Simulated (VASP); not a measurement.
Bi:

```xyz
3
Lattice="5.6336 0.0000 0.0000 -2.8168 4.8788 0.0000 0.0000 0.0000 3.4928" Properties=species:S:1:pos:R:3 pbc="T T T"
Bi    0.0000    0.0000    0.0000
Bi    0.0000    3.2525    1.7464
Bi    2.8168    1.6263    1.7464
```

This isn't the form of Bi at room conditions, which is rhombohedral.

* Program: VASP 6.6.1
* Task: relaxation of cell and atoms
* Functional: PBE
* Potentials or basis: VASP PAW PBE potentials, release 64 (Bi_d)
* Cutoff: 500 eV
* k mesh: 7 × 7 × 10
* Occupations: fermi-dirac, width 0.1 eV
* Spin: no spin polarisation

At the start: pressure 0.0 GPa; volume 32.00 Å³/atom.

Problem. Where does the relaxation end?

Solution. Over 9 steps the energy falls by 7.9 meV/atom and the volume is 32.03 Å³/atom (+0.1 %); space group P6/mmm (No. 191, to 0.1 Å) before and after.

The path:
```
step  energy change (eV)  largest force (eV/Å)  pressure (GPa)  volume (Å³)
   1              0.0000                0.0000            0.01        96.00
   2             -0.0169                0.0000           -0.01        96.00
   3             -0.0235                0.0000            0.05        95.97
   4             -0.0236                0.0000            0.06        95.97
   5             -0.0236                0.0000            0.06        95.97
   6             -0.0236                0.0000           -0.04        96.16
   7             -0.0236                0.0000            0.00        96.08
   8             -0.0236                0.0000            0.00        96.08
   9             -0.0236                0.0000            0.00        96.08
```

Final structure:
```
CELL_PARAMETERS angstrom
5.71959 0.00000 0.00000
-2.85979 4.95331 0.00000
0.00000 0.00000 3.39147
ATOMIC_POSITIONS crystal
Bi 0.00000 0.00000 0.00000
Bi 0.33333 0.66667 0.50000
Bi 0.66667 0.33333 0.50000
```
